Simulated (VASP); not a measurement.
Write the native input for VASP 6.6.1 that does the following.

| Quantity | Value |
| --- | --- |
| Task | single point |
| Functional | PBE |
| Potentials or basis | VASP PAW PBE potentials, release 64 (Mo_sv) |
| Cutoff | 520 eV |
| k mesh | 20 × 20 × 20 |
| Occupations | gaussian, width 0.15 eV |
| Spin | no spin polarisation |
| Dipole correction | no |
| Further INCAR settings | ALGO = Fast; EDIFF = 1e-07; NBANDS = 13 |

The structure of Mo lies in POSCAR:

```
Mo
1.0
    0.0000000000      1.9344000000      2.0150000000
    1.9344000000      0.0000000000      2.0150000000
    1.9344000000      1.9344000000      0.0000000000
Mo
1
Direct
    0.0000000000      0.0000000000      0.0000000000
```

This cell differs from its parent crystal: strain -0.040 along x and y, +0.000 along z.

One way to write it, as run:

INCAR

```
PREC     = Accurate       # precision mode
ENCUT    = 520            # plane-wave cutoff, eV
EDIFF    = 1E-7           # SCF threshold, eV
ISMEAR   = 0              # smearing method
SIGMA    = 0.15           # smearing width, eV
LREAL    = F              # projectors in reciprocal space
LASPH    = T              # aspherical terms in the spheres
NELM     = 100            # most SCF steps
ALGO     = Fast           # electronic algorithm
ISIF     = 2              # what is computed and relaxed
LWAVE    = F              # write WAVECAR
LCHARG   = F              # write CHGCAR
GGA      = PE             # functional
NBANDS   = 13             # bands
```

KPOINTS

```
regular mesh
0
Gamma
  20 20 20
```

Potentials or basis: VASP PAW PBE potentials, release 64 (Mo_sv).

Launch:

```console
$ cat potpaw_PBE.64/Mo_sv/POTCAR > POTCAR
$ mpirun -np 1 vasp_std > vasp.out
```

It gave:

The pressure is 17.2 GPa. The band gap on the k mesh is zero (band 7 reaches 17.02 eV, above the bottom of band 8 at 12.13 eV).

Caveat: the cell differs from its parent crystal (strain -0.040 along x and y, +0.000 along z).

It took 93 s on 1 thread of AMD EPYC 9R45 96-Core Processor (Zen 5), on a shared host, peak memory 0.2 GiB.
